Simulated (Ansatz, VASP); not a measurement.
# One calculation of MgO, two programs

```
Mg O
1.0
     0.00000    2.10217    2.10217
     2.10217    0.00000    2.10217
     2.10217    2.10217    0.00000
Mg O
1 1
Direct
  0.00000 0.00000 0.00000
  0.50000 0.50000 0.50000
```

Alike in both runs: task single point; functional r2SCAN; dispersion rVV10; k mesh 8 × 8 × 8; no spin polarisation.

```csv
,VASP,Ansatz
version,VASP 6.6.1,Ansatz 0.2.0
potentials or method,"VASP PAW PBE potentials, release 64 (Mg, O)",plane waves
plane-wave cutoff (eV),660,500
occupations,"gaussian, width 0.01 eV",fixed
valence electrons in the cell,8,16
```

Ansatz gave:

| Quantity | Value |
| --- | --- |
| gap on the k mesh at the Fermi level (eV) | 5.64 |
| pressure (GPa) | -1.1 |

Problem. Estimate VASP's values.

Solution. gap on the k mesh at the Fermi level (eV): 5.62; pressure (GPa): -2.4.

VASP's potentials were made for PBE, not for r2SCAN. VASP's potentials hold 8 valence electrons a cell and Ansatz's 16, so a difference there can come from the potentials and not from the codes.
